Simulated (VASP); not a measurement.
Write the native input for VASP 6.6.1 that does the following.

```
Task                   : single point
Functional             : PBE
Potentials or basis    : VASP PAW PBE potentials, release 64 (Al, Ga_d)
Cutoff                 : 520 eV
k mesh                 : 14 × 14 × 14
Occupations            : gaussian, width 0.1 eV
Spin                   : no spin polarisation
Dipole correction      : no
Further INCAR settings : ALGO = Fast; EDIFF = 1e-06; NBANDS = 34
```

The structure of Al4Ga3 lies in POSCAR:

```
Al4Ga3
1.0
   -1.4458056597      1.4458056597     14.6600251591
    1.4458056597     -1.4458056597     14.6600251591
    1.4458056597      1.4458056597    -14.6600251591
Al Ga
4 3
Direct
    0.1488050024      0.1488050024      0.0000000000
    0.7164180455      0.7164180455      0.0000000000
    0.2835819545      0.2835819545      0.0000000000
    0.8511949976      0.8511949976      0.0000000000
    0.5777223539      0.5777223539      0.0000000000
    0.4222776461      0.4222776461      0.0000000000
    0.0000000000      0.0000000000      0.0000000000
```

These files were run (other wordings do the same):

INCAR

```
SYSTEM = Al4Ga3
  PREC = Accurate
  ENCUT = 520
  EDIFF = 1E-6
  ISMEAR = 0
  SIGMA = 0.1
  LREAL = .False.
  LASPH = .True.
  NELM = 60
  ALGO = Fast
  ISIF = 2
  LWAVE = .False.
  LCHARG = .True.
  GGA = PE
  LELF = .True.
  LVHAR = .True.
  NBANDS = 34
  LUSENCCL = .False.
```

KPOINTS

```
Automatic mesh
0
Gamma
  14 14 14
  0 0 0
```

Potentials or basis: VASP PAW PBE potentials, release 64 (Al, Ga_d).

The run is started by

```bash
$ cat potpaw_PBE.64/Al/POTCAR potpaw_PBE.64/Ga_d/POTCAR > POTCAR
$ mpirun -np 1 vasp_std > vasp.out
```

It gave:

The pressure is 0.2 GPa and the band gap on the k mesh is zero (an odd number of electrons rules out a gap without spin polarisation).

It took 30 min on 1 × NVIDIA H100 80GB with 1 thread of AMD EPYC 7R13 Processor (Zen 3) (shared host), peak memory 3 GiB.
